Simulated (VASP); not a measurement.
# HC12 in VASP: notebook

The runs below take HC12 through single point, with LDA.

Program: VASP 6.6.1. These are calculated values, not measurements. Logs are shortened: lines on timing, memory, paths and dates and some standing lists are left out, and cuts for length are marked.

## 1. The cell of the first run

The cell holds a slab with vacuum, 26 atoms: a = 4.889 Å, b = 7.202 Å, c = 22.768 Å, α = 90.00°, β = 90.00°, γ = 109.84°.

## 2. Single point, LDA

Input file INCAR:

```
SYSTEM = HC12
  ALGO = Normal
  DIPOL = 0.5 0.5 0.294
  EDIFF = 1E-6
  ENCUT = 520
  GGA = CA
  IDIPOL = 3
  ISIF = 2
  ISMEAR = 0
  LASPH = .TRUE.
  LCHARG = .FALSE.
  LDIPOL = .TRUE.
  LREAL = Auto
  LWAVE = .FALSE.
  NBANDS = 68
  NELM = 60
  PREC = Accurate
  SIGMA = 0.05
```

Input file KPOINTS:

```
k-points
0
G
  6 4 1
  0 0 0
```

Input file POSCAR:

```
HC12
1.0
    4.8892663280      0.0000000000      0.0000000000
   -2.4446331640      6.7739291692      0.0000000000
    0.0000000000      0.0000000000     22.7684096771
C H
24 2
Direct
    0.4020794403      0.3041588806      0.1756820110
    0.4020794403      0.8041588805      0.1756820110
    0.9020794403      0.3041588806      0.1756820110
    0.9020794403      0.8041588805      0.1756820110
    0.1630408159      0.3260816317      0.2059829668
    0.1630408159      0.8260816317      0.2059829668
    0.6630408159      0.3260816317      0.2059829668
    0.6630408159      0.8260816317      0.2059829668
    0.1846395683      0.3692791367      0.2666259491
    0.1846395683      0.8692791367      0.2666259491
    0.6846395683      0.3692791367      0.2666259491
    0.6846395683      0.8692791367      0.2666259491
    0.4461625696      0.3923265051      0.2960492075
    0.4461625696      0.8923265051      0.2960492075
    0.9461625696      0.3923265051      0.2960492075
    0.9461625696      0.8923265051      0.2960492075
    0.4715644646      0.4431294558      0.3591099590
    0.4715644646      0.9431294558      0.3591099590
    0.9715644646      0.4431294558      0.3591099590
    0.9715644646      0.9431294558      0.3591099590
    0.2327030006      0.4654044969      0.3851129614
    0.2327030006      0.9654044969      0.3851129614
    0.7327030006      0.4654044969      0.3851129614
    0.7327030006      0.9654044969      0.3851129614
    0.2327030006      0.8616074230      0.4470408703
    0.2327030006      1.0692015708      0.4470408703
```

Potentials or basis: VASP PAW LDA potentials, release 64 (C, H).

Launch:

```bash
> cat potpaw_LDA.64/C/POTCAR potpaw_LDA.64/H/POTCAR > POTCAR
> mpirun -np 1 vasp_std > vasp.out
```

OUTCAR:

```text
SYSTEM = HC12
   EDIFF = 1E-6
   ENCUT = 520
   GGA = CA
   ISIF = 2
   ISMEAR = 0
   LASPH = .TRUE.
   LREAL = Auto
   NELM = 60
   PREC = Accurate

 ion  position               nearest neighbor table
   1  0.402  0.304  0.176-   5 1.41   7 1.41
   2  0.402  0.804  0.176-   8 1.41   6 1.41
   3  0.902  0.304  0.176-   7 1.41   5 1.41
   4  0.902  0.804  0.176-   6 1.41   8 1.41
   5  0.163  0.326  0.206-   1 1.41   3 1.41   9 1.41
   6  0.163  0.826  0.206-   4 1.41   2 1.41  10 1.41
   7  0.663  0.326  0.206-   3 1.41   1 1.41  11 1.41
   8  0.663  0.826  0.206-   2 1.41   4 1.41  12 1.41
   9  0.185  0.369  0.267-  13 1.40  15 1.40   5 1.41
  10  0.185  0.869  0.267-  14 1.40  16 1.40   6 1.41
[... 8 lines left out ...]
  19  0.972  0.443  0.359-  23 1.37  21 1.37  15 1.48
  20  0.972  0.943  0.359-  24 1.37  22 1.37  16 1.48
  21  0.233  0.465  0.385-  17 1.37  19 1.37
  22  0.233  0.965  0.385-  18 1.37  20 1.37
  23  0.733  0.465  0.385-  19 1.37  17 1.37
  24  0.733  0.965  0.385-  20 1.37  18 1.37
  25  0.233  0.862  0.447-
  26  0.233  0.069  0.447-

  LATTYP: Found a base centered orthorhombic cell.
 ALAT       =     4.8892663280
 B/A-ratio  =     2.7709389159
 C/A-ratio  =     4.6568151845

  Lattice vectors:

 A1 = (   2.4446331640,  -6.7739291692,   0.0000000000)
 A2 = (   2.4446331640,   6.7739291692,   0.0000000000)
 A3 = (   0.0000000000,   0.0000000000,  22.7684096771)

Analysis of symmetry for initial positions (statically):
=====================================================================
 Subroutine PRICEL returns:
 Original cell was already a primitive cell.

 Routine SETGRP: Setting up the symmetry group for a
 base centered orthorhombic supercell.

 Subroutine GETGRP returns: Found  1 space group operations
 (whereof  1 operations were pure point group operations)
 out of a pool of  8 trial point group operations.

The static configuration has the point symmetry C_1 .

Analysis of symmetry for dynamics (positions and initial velocities):
=====================================================================
 Subroutine PRICEL returns:
 Original cell was already a primitive cell.

 Routine SETGRP: Setting up the symmetry group for a
 base centered orthorhombic supercell.

 Subroutine GETGRP returns: Found  1 space group operations
 (whereof  1 operations were pure point group operations)
 out of a pool of  8 trial point group operations.

The dynamic configuration has the point symmetry C_1 .

 Subroutine INISYM returns: Found  1 space group operations
 (whereof  1 operations are pure point group operations),
 and found     1 'primitive' translations

----------------------------------------------------------------------------------------

                                     Primitive cell

  volume of cell :     754.0793

  direct lattice vectors                    reciprocal lattice vectors
     4.889266328  0.000000000  0.000000000     0.204529664  0.073812405  0.000000000
    -2.444633164  6.773929169  0.000000000     0.000000000  0.147624809  0.000000000
     0.000000000  0.000000000 22.768409677     0.000000000  0.000000000  0.043920503

  length of vectors
     4.889266328  7.201551756 22.768409677     0.217441152  0.147624809  0.043920503

  position of ions in fractional coordinates (direct lattice)
     0.402079440  0.304158881  0.175682011
     0.402079440  0.804158880  0.175682011
     0.902079440  0.304158881  0.175682011
     0.902079440  0.804158880  0.175682011
     0.163040816  0.326081632  0.205982967
     0.163040816  0.826081632  0.205982967
[... 18 lines left out ...]
     0.232703001  0.861607423  0.447040870
     0.232703001  0.069201571  0.447040870

  ion indices of the primitive-cell ions
   primitive index   ion index
                 1           1
                 2           2
                 3           3
                 4           4
                 5           5
                 6           6
[... 18 lines left out ...]
                25          25
                26          26

----------------------------------------------------------------------------------------

 KPOINTS: k-points

Automatic generation of k-mesh.
 Grid dimensions read from file:
 generate k-points for:    6    4    1

 Generating k-lattice:

  Cartesian coordinates                     Fractional coordinates (reciprocal lattice)
     0.034088277  0.012302067  0.000000000     0.166666667  0.000000000  0.000000000
     0.000000000  0.036906202  0.000000000     0.000000000  0.250000000  0.000000000
     0.000000000  0.000000000  0.043920503     0.000000000  0.000000000  1.000000000

  Length of vectors
     0.036240192  0.036906202  0.043920503

  Shift w.r.t. Gamma in fractional coordinates (k-lattice)
     0.000000000  0.000000000  0.000000000

 -----------------------------------------------------------------------------
|                                                                             |
|           W    W    AA    RRRRR   N    N  II  N    N   GGGG   !!!           |
|           W    W   A  A   R    R  NN   N  II  NN   N  G    G  !!!           |
|           W    W  A    A  R    R  N N  N  II  N N  N  G       !!!           |
|           W WW W  AAAAAA  RRRRR   N  N N  II  N  N N  G  GGG   !            |
|           WW  WW  A    A  R   R   N   NN  II  N   NN  G    G                |
|           W    W  A    A  R    R  N    N  II  N    N   GGGG   !!!           |
|                                                                             |
|     Your reciprocal lattice and k-lattice belong to different lattice       |
|     classes:                                                                |
|                                                                             |
|        The reciprocal lattice is base centered orthorhombic,                |
|        whereas your k-lattice is simple monoclinic.                         |
|                                                                             |
|     Results are often still useful ...                                      |
|                                                                             |
 -----------------------------------------------------------------------------

 WARNING: IBZKPT: internal override: KBLOWUP is changed to .FALSE.
      ... skipping the blow-up phase ...

 Subroutine IBZKPT returns following result:
 ===========================================

 Found     14 irreducible k-points:

 Following reciprocal coordinates:
            Coordinates               Weight
  0.000000  0.000000  0.000000      1.000000
  0.166667  0.000000  0.000000      2.000000
  0.333333  0.000000  0.000000      2.000000
  0.500000  0.000000  0.000000      1.000000
  0.000000  0.250000  0.000000      2.000000
  0.166667  0.250000  0.000000      2.000000
  0.333333  0.250000  0.000000      2.000000
  0.500000  0.250000  0.000000      2.000000
 -0.333333  0.250000  0.000000      2.000000
 -0.166667  0.250000  0.000000      2.000000
  0.000000  0.500000  0.000000      1.000000
  0.166667  0.500000  0.000000      2.000000
  0.333333  0.500000  0.000000      2.000000
  0.500000  0.500000  0.000000      1.000000
   k-points           NKPTS =     14   k-points in BZ     NKDIM =     14   number of bands    NBANDS=     68
   number of dos      NEDOS =    301   number of ions     NIONS =     26
   total plane-waves  NPLWV = 349920
   dimension x,y,z NGX =    36 NGY =   54 NGZ =  180
   dimension x,y,z NGXF=    72 NGYF=  108 NGZF=  360
   ions per type =              24   2
   NGX,Y,Z   is equivalent  to a cutoff of  12.24, 12.47, 13.14 a.u.
   NGXF,Y,Z  is equivalent  to a cutoff of  24.48, 24.93, 26.29 a.u.
 SYSTEM =  HC12
   PREC   = accura    normal or accurate (medium, high low for compatibility)
   ISTART =      0    job   : 0-new  1-cont  2-samecut
   ICHARG =      2    charge: 1-file 2-atom 10-const
   ISPIN  =      1    spin polarized calculation?
   LNONCOLLINEAR =      F non collinear calculations
   LSORBIT =      F    spin-orbit coupling
   LASPH  =      T    aspherical Exc in radial PAW
   ENCUT  =  520.0 eV  38.22 Ry    6.18 a.u.   9.09 13.39 42.33*2*pi/ulx,y,z
   NELM   =     60;   NELMIN=  2; NELMDL= -5     # of ELM steps
   EDIFF  = 0.1E-05   stopping-criterion for ELM
   LREAL  =      T    real-space projection
   EDIFFG = 0.1E-04   stopping-criterion for IOM
   NSW    =      0    number of steps for IOM
   IBRION =     -1    ionic relax: 0-MD 1-quasi-New 2-CG
   NFREE  =      0    steps in history (QN), initial steepest desc. (CG)
   ISIF   =      2    stress and relaxation
   ISYM   =      2    0-nonsym 1-usesym 2-fastsym
   POTIM  = 0.5000    time-step for ionic-motion
   TEBEG  =    0.0;   TEEND  =   0.0 temperature during run
   PSTRESS=    0.0 pullay stress
   NELECT =      98.0000    total number of electrons
   NUPDOWN=      -1.0000    fix difference up-down
   EMIN   =  10.00;   EMAX   =-10.00  energy-range for DOS
   EFERMI =   0.00;   METHOD = LEGACY
   ISMEAR =     0;   SIGMA  =   0.05  broadening in eV -4-tet -1-fermi 0-gaus
   EFERMI_NEDOS =   21; number of points for ismear=-14 and -15
   IALGO  =     38    algorithm
   IMIX   =      4    mixing-type and parameters
     AMIX     =   0.40;   BMIX     =  1.00
     AMIX_MAG =   1.60;   BMIX_MAG =  1.00
  volume/ion in A,a.u.               =      29.00       195.72
  Fermi-wavevector in a.u.,A,eV,Ry     =   0.829235  1.567028  9.355793  0.687631
  Thomas-Fermi vector in A             =   1.941748
   LORBIT       =      0    0 simple, 1 ext, 2 COOP (PROOUT), +10 PAW based schemes
   GGA     = CA    functional components
   LHFCALC =     F    Hartree Fock is set to
   AEXX    =    0.0000 exact exchange contribution
   IVDW    =     0    specifies the selected vdW correction
   LEPSILON=     F    determine dielectric tensor
   LRPA    =     F    only Hartree local field effects (RPA)
 non-spin polarized calculation
 Gauss-broadening in eV      SIGMA  =   0.05
  energy-cutoff  :      520.00
  volume of cell :      754.08
 maximum number of plane-waves:     20327
   NGX = 19   NGY = 27   NGZ = 85

 dipolmoment           0.000000      0.000000      0.567494 electrons x Angstroem

 number of electron      98.0000001 magnetization

 dipolmoment           0.000000      0.000000     -0.337258 electrons x Angstroem

 Free energy of the ion-electron system (eV)
  ---------------------------------------------------
  ext. energy  EPLUGINS =         0.00000000
  ---------------------------------------------------
  free energy    TOTEN  =      -221.66669530 eV

  energy without entropy =     -221.64437662  energy(sigma->0) =     -221.65553596

 E-fermi :  -3.1517     XC(G=0):  -3.9023

 val. band max:       -3.1518466044   @ k =  -0.3333   0.2500   0.0000
 cond. band min:      -3.1504468593   @ k =   0.5000   0.0000   0.0000
 fundamental gap:      0.0013997451
 Fermi energy:        -3.1516838425

 k-point     1 :       0.0000    0.0000    0.0000
  band No.  band energies     occupation
      1     -22.0586      2.00000
      2     -21.7263      2.00000
      3     -20.3951      2.00000
      4     -20.0806      2.00000
      5     -17.9537      2.00000
      6     -17.7024      2.00000
[... 885 lines left out ...]
     60       2.2841      0.00000
     61       2.5348      0.00000
 [bands above 61 left out]

------------------------ aborting loop because EDIFF is reached ----------------------------------------

 vacuum level on the upper side and lower side of the slab       (xc-potential included)        -1.021         0.775

  FORCE on cell =-STRESS in cart. coord.  units (eV):
  Direction    XX          YY          ZZ          XY          YZ          ZX
  --------------------------------------------------------------------------------------
  -------------------------------------------------------------------------------------
  Total        5.3635214     -3.5176146     -5.2907480      1.2298280      0.5098877      0.0437976
  in kB       11.3957669     -7.4738055    -11.2411467      2.6129910      1.0833482      0.0930558
  external PRESSURE =      -2.4397285 kB  Pullay stress =       0.0000000 kB

 VOLUME and BASIS-vectors are now :
 -----------------------------------------------------------------------------
  energy-cutoff  :      520.00
  volume of cell :      754.08
      direct lattice vectors                 reciprocal lattice vectors
     4.889266328  0.000000000  0.000000000     0.204529664  0.073812405  0.000000000
    -2.444633164  6.773929169  0.000000000     0.000000000  0.147624809  0.000000000
     0.000000000  0.000000000 22.768409677     0.000000000  0.000000000  0.043920503

 POSITION                                       TOTAL-FORCE (eV/Angst)
 -----------------------------------------------------------------------------------
      1.22232      2.06035      4.00000         0.011778      0.319428      1.860588
      0.00000      5.44732      4.00000         0.329904      0.343967      2.073786
      3.66695      2.06035      4.00000        -0.011418      0.339403      1.851242
      2.44463      5.44732      4.00000        -0.331690      0.416500      2.074737
      0.00000      2.20885      4.68990        -0.000965     -0.745336     -3.507555
     -1.22232      5.59582      4.68990        -0.004690     -0.839651     -3.837387
[... 18 lines left out ...]
     -0.96857      5.83647     10.17841        -0.758913      1.075613     -2.610096
      0.96857      0.46877     10.17841         0.809362     -1.234396     -3.081024
 -----------------------------------------------------------------------------------
    total drift:                               -0.009900      0.011069      0.023654

  FREE ENERGIE OF THE ION-ELECTRON SYSTEM (eV)
  ---------------------------------------------------
  free  energy   TOTEN  =      -221.6666952952 eV

  energy  without entropy=     -221.6443766221  energy(sigma->0) =     -221.65553596

 vacuum level on the upper side and lower side of the slab         1.923         3.758
```

Wall time 20 min (1 thread of AMD EPYC 9R45 (Zen 5), shared host); peak memory 0.77 GiB.

What came out:

* Free energy: -221.6667 eV
* Largest force: 6.808 eV/Å
* Band gap on the k mesh: zero (filled and empty bands touch)

Forces on the atoms (eV/Å):
```
C    0.012  0.319  1.861
C    0.330  0.344  2.074
C   -0.011  0.339  1.851
C   -0.332  0.416  2.075
C   -0.001 -0.745 -3.508
C   -0.005 -0.840 -3.837
C    0.008 -0.736 -3.459
C    0.011 -0.642 -3.130
C   -0.030  0.386  1.529
C   -0.044  0.334  1.267
C    0.030  0.388  1.507
C    0.030  0.322  1.241
C    0.020  0.030  0.116
C    0.178  0.360  0.834
C   -0.017  0.063  0.060
C   -0.171  0.137  0.821
C    0.014 -0.051 -0.351
C    2.249  0.055 -1.513
C    0.010 -0.115 -0.419
C   -2.255 -0.684 -1.431
C   -0.063  0.179  0.514
C   -0.204  0.083  6.804
C    0.032  0.133  0.365
C    0.160  0.082  0.423
H   -0.759  1.076 -2.610
H    0.809 -1.234 -3.081
```

## 3. Single point, LDA

Input file INCAR:

```
SYSTEM = HC12
PREC = Accurate
ENCUT = 520
EDIFF = 1E-6
ISMEAR = 0
SIGMA = 0.05
LREAL = Auto
LASPH = .True.
NELM = 100
ALGO = Normal
ISIF = 2
LWAVE = .False.
LCHARG = .False.
LDIPOL = .True.
IDIPOL = 3
DIPOL = 0.5 0.5 0.293
NBANDS = 68
```

Input file KPOINTS:

```
regular mesh
0
Gamma
  6 4 1
  0 0 0
```

POSCAR: that of step 2 with these lines changed.

```diff
@@ -32,3 +32,3 @@
     0.7327030006      0.9654044969      0.3851129614
-    0.2327030006      0.8616074230      0.4470408703
-    0.2327030006      1.0692015708      0.4470408703
+    0.2327030006      0.9202753343      0.4329863094
+    0.2327030006      1.0105336595      0.4329863094
```

Potentials or basis: VASP PAW LDA potentials, release 64 (C, H).

Launch:

```bash
> cat potpaw_LDA.64/C/POTCAR potpaw_LDA.64/H/POTCAR > POTCAR
> mpirun -np 1 vasp_std > vasp.out
```

Run time: 21 min. Hardware: 1 thread of Intel Xeon 6975P-C (Granite Rapids), shared host; peak memory 0.8 GiB.

It converged, with:

* Free energy: -221.7238 eV
* Largest force: 11.048 eV/Å
* Band gap on the k mesh: zero (filled and empty bands overlap)

Forces in eV/Å, atoms in the order of the input:
```
C     0.003   0.333   1.869
C     0.302   0.387   2.129
C     0.000   0.325   1.861
C    -0.299   0.388   2.130
C     0.000  -0.743  -3.505
C    -0.001  -0.864  -3.975
C     0.000  -0.742  -3.501
C     0.002  -0.651  -3.218
C    -0.027   0.391   1.540
C    -0.012   0.367   1.398
C     0.021   0.390   1.537
C     0.002   0.371   1.370
C     0.006   0.005   0.079
C     0.056   0.254   0.770
C    -0.001   0.068   0.041
C    -0.060   0.257   0.754
C     0.003  -0.084  -0.376
C     2.380  -0.193  -1.553
C     0.003  -0.110  -0.436
C    -2.390  -0.617  -1.534
C    -0.028   0.161   0.447
C    -0.065  -0.160  -0.474
C     0.021   0.155   0.425
C     0.055   0.067   0.872
H     3.185 -10.327   0.754
H    -3.156  10.571   0.596
```

Levels at points of the mesh, in eV from the Fermi level:
```
           k point  band 46  band 47  band 48  band 49  band 50  band 51  band 52  band 53
(0.00, 0.00, 0.00)    -0.42    -0.30    -0.27    -0.26     0.09     0.38     0.62     0.72
(0.50, 0.00, 0.00)    -0.21    -0.14    -0.10    -0.04     0.01     0.07     0.11     1.91
(0.00, 0.50, 0.00)    -0.42    -0.39    -0.30    -0.26     0.18     0.43     0.54     0.86
(0.50, 0.50, 0.00)    -0.21    -0.14    -0.10    -0.04     0.01     0.07     0.11     1.91
```
